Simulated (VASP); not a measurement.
A run of VASP 6.6.1 is set up as follows.

Contents of INCAR:

```
PREC = Accurate ; ENCUT = 520
EDIFF = 1E-6 ; ISMEAR = 0
SIGMA = 0.05 ; LREAL = F
LASPH = T ; NELM = 60
ALGO = Normal ; ISIF = 2
LWAVE = F ; LCHARG = T
GGA = PS ; LELF = T
LVHAR = T ; NBANDS = 40
```

Contents of KPOINTS:

```
Automatic mesh
0
Gamma
  12 12 12
```

Contents of POSCAR:

```
ZnInGaO4
1.0
    1.6803268679      0.9701371695      8.7134054620
   -1.6803268679      0.9701371695      8.7134054620
    0.0000000000     -1.9402743390      8.7134054620
Zn In Ga O
1 1 1 4
Direct
    0.2183820000      0.2183820000      0.2183820000
    0.0027680000      0.0027680000      0.0027680000
    0.7870340000      0.7870340000      0.7870340000
    0.2951430000      0.2951430000      0.2951430000
    0.7113580000      0.7113580000      0.7113580000
    0.1217170000      0.1217170000      0.1217170000
    0.8635990000      0.8635990000      0.8635990000
```

Potentials or basis: VASP PAW PBE potentials, release 64 (Zn, In_d, Ga_d, O).

Command:

```bash
$ cat potpaw_PBE.64/Zn/POTCAR potpaw_PBE.64/In_d/POTCAR potpaw_PBE.64/Ga_d/POTCAR potpaw_PBE.64/O/POTCAR > POTCAR
$ mpirun -np 1 vasp_std > vasp.out
```

(1) Estimate the band gap on the k mesh.

(2) Predict the pressure.

## Answers

(1) 0.96 eV.

(2) -6.1 GPa.

Caveat: the cell stands under tension; the PAW data sets were made with another functional, which shifts forces and pressure a little; spin-orbit coupling is left out, which moves the levels of the heavy elements.
